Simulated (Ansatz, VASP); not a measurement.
**One calculation of TiB, two programs**

INCAR

```
PREC     = Accurate       # precision mode
ENCUT    = 600            # plane-wave cutoff, eV
EDIFF    = 1E-6           # SCF threshold, eV
ISMEAR   = 0              # smearing method
SIGMA    = 0.1            # smearing width, eV
LREAL    = F              # projectors in reciprocal space
LASPH    = T              # aspherical terms in the spheres
NELM     = 60             # most SCF steps
ALGO     = Normal         # electronic algorithm
ISIF     = 3              # what is computed and relaxed
LWAVE    = F              # write WAVECAR
LCHARG   = F              # write CHGCAR
GGA      = PS             # functional
IBRION   = 2              # ionic algorithm
NSW      = 100            # ionic steps
EDIFFG   = -0.005         # ionic threshold
```

File KPOINTS:

```
regular mesh
0
Gamma
  12 12 10
```

File POSCAR:

```
TiB
1.0
    3.8313389013     -0.0000003722      0.0000000000
   -1.9156691283      3.3180370052      0.0000000000
    0.0000000000      0.0000000000      4.4145306024
Ti B
2 2
Direct
    0.0000000000      0.0000000000     -0.0625051294
    0.3333333333      0.6666666667      0.4374948706
    0.0000000000      0.0000000000      0.4375051294
    0.3333333333      0.6666666667      0.9375051294
```

Input for Ansatz:

```yaml
crystal:
  lattice:
    - [3.8313389013, -3.722e-07, 0.0]
    - [-1.9156691283, 3.3180370052, 0.0]
    - [0.0, 0.0, 4.4145306024]
  atoms:
    - { symbol: Ti, position: [0.0, 0.0, -0.0625051294] }
    - { symbol: B, position: [0.0, 0.0, 0.4375051294] }
    - { symbol: Ti, position: [0.3333333333, 0.6666666667, 0.4374948706] }
    - { symbol: B, position: [0.3333333333, 0.6666666667, 0.9375051294] }
basis:
  ecutwfc: 420
kpoints:
  mp_grid: { grid: [12, 12, 10] }
hamiltonian:
  xc: pbesol
scf:
  occupations: { method: gaussian, width: 0.1 }
output:
  forces: true
  stress: true
  eigenvalues: true
  write_density: true
  write_potential: true
  elf: true
  volumetric_format: npy
relax:
  adjacent_minimum: "off"
  f_tol: 0.005
  max_steps: 80
  cell: { stress_tol: 0.05 }
```

Alike in both runs: task relaxation of cell and atoms; functional PBEsol; k mesh 12 × 12 × 10; occupations gaussian, width 0.1 eV; no spin polarisation.

|  | VASP | Ansatz |
| --- | --- | --- |
| version | VASP 6.6.1 | Ansatz 0.2.0 |
| potentials or method | VASP PAW PBE potentials, release 64 (Ti_sv, B), cutoff 600 eV | scalar-relativistic, plane waves, PAW |
| valence electrons in the cell | 30 | 30 |

VASP gave:

- gap on the k mesh at the Fermi level, each at its own relaxed structure (eV): none
- relaxed volume (Å³/atom): 14.02
- relaxed cell length with the largest relative difference (Å): 3.830

Task: Estimate Ansatz's values.

Result: gap on the k mesh at the Fermi level, each at its own relaxed structure (eV): none; relaxed volume (Å³/atom): 14.01; relaxed cell length with the largest relative difference (Å): 3.830.

VASP's potentials were made for PBE, not for PBEsol. A gap of «none» marks a metal or a gap that the smearing closes. Ansatz's warnings: structure snapped to symmetry.
